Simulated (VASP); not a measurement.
A run of VASP 6.6.1 is set up as follows.

POSCAR

```
MgSi
1.0
    2.8211421800      0.0000000000      0.0000000000
    0.0000000000      2.8211421800      0.0000000000
    0.0000000000      0.0000000000      4.1649784050
Mg Si
1 1
Direct
    0.0000000000      0.0000000000      0.0000000000
    0.5000000000      0.5000000000      0.5000000000
```

The input INCAR.step1:

```
SYSTEM = MgSi
  PREC = Accurate
  ENCUT = 520
  ISMEAR = 0
  SIGMA = 0.15
  LREAL = .FALSE.
  LASPH = .TRUE.
  NELM = 60
  NBANDS = 10
  GGA = PE
  ALGO = Normal
  EDIFF = 1E-4
  LWAVE = .TRUE.
  LCHARG = .FALSE.
```

File INCAR.step2:

```
SYSTEM = MgSi
  PREC = Accurate
  ENCUT = 520
  EDIFF = 1E-6
  ISMEAR = 0
  SIGMA = 0.15
  LREAL = .FALSE.
  LASPH = .TRUE.
  NELM = 60
  ALGO = Normal
  ISIF = 2
  LWAVE = .FALSE.
  LCHARG = .TRUE.
  METAGGA = R2SCAN
  LMIXTAU = .TRUE.
  LELF = .TRUE.
  LVHAR = .TRUE.
  NBANDS = 10
  ISTART = 1
```

Contents of KPOINTS:

```
regular mesh
0
G
  16 16 12
  0 0 0
```

Potentials or basis: VASP PAW PBE potentials, release 64 (Mg, Si).

The run is started by

```console
$ cat potpaw_PBE.64/Mg/POTCAR potpaw_PBE.64/Si/POTCAR > POTCAR
$ cp INCAR.step1 INCAR
$ mpirun -np 1 vasp_std > vasp.out
$ cp INCAR.step2 INCAR
$ mpirun -np 1 vasp_std > vasp.out
```

(1) What does it give for the pressure?

(2) Estimate the band gap on the k mesh.

Answers

(1) 1.1 GPa.

(2) zero (bands 3 and 4 overlap by 7.31 eV).

Caveat: the cell differs from its parent crystal (strain -0.030 along x and y, +0.015 along z); the PAW data sets were made with another functional, which shifts forces and pressure a little.
